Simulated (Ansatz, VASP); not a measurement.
## K in VASP and in Ansatz

The input INCAR:

```
  PREC = Accurate
  ENCUT = 600
  EDIFF = 1E-6
  ISMEAR = -1
  SIGMA = 0.08
  LREAL = F
  LASPH = T
  NELM = 100
  ALGO = Normal
  ISIF = 3
  LWAVE = F
  LCHARG = F
  GGA = PE
  IBRION = 2
  NSW = 60
  EDIFFG = -0.005
```

Contents of KPOINTS:

```
Automatic mesh
0
Gamma
  10 10 10
```

File POSCAR:

```
K
1.0
    4.3024208470      0.0000000000      0.0000000000
    0.0000000000      4.3024208470      0.0000000000
    0.0000000000      0.0000000000      4.3024208470
K
1
Direct
    0.0000000000      0.0000000000      0.0000000000
```

Input for Ansatz:

```yaml
crystal:
  lattice:
    - [4.302420847, 0.0, 0.0]
    - [0.0, 4.302420847, 0.0]
    - [0.0, 0.0, 4.302420847]
  atoms:
    - { symbol: K, position: [0.0, 0.0, 0.0] }
kpoints:
  mp_grid: { grid: [10, 10, 10] }
scf:
  occupations: { method: fermi_dirac, width: 0.08 }
hamiltonian:
  xc: pbe
  pseudopotentials: { kind: paw }
output:
  forces: true
  stress: true
relax:
  f_tol: 0.005
  max_steps: 40
  cell: {}
```

Alike in both runs: task relaxation of cell and atoms; functional PBE; k mesh 10 × 10 × 10; occupations fermi-dirac, width 0.08 eV; no spin polarisation.

|  | VASP | Ansatz |
| --- | --- | --- |
| version | VASP 6.6.1 | Ansatz 0.2.0 |
| potentials or method | VASP PAW PBE potentials, release 64 (K_sv) | PAW with Ansatz's default frozen-core files, scalar-relativistic |
| plane-wave cutoff (eV) | 600 | 420 |
| valence electrons in the cell | 9 | 9 |

Ansatz gave:

| Item | Value |
| --- | --- |
| relaxed volume (Å³/atom) | 79.64 |
| relaxed cell length with the largest relative difference (Å) | 4.302 |

Q: Estimate VASP's values.

A: Relaxed volume (Å³/atom): 79.58; relaxed cell length with the largest relative difference (Å): 4.301.
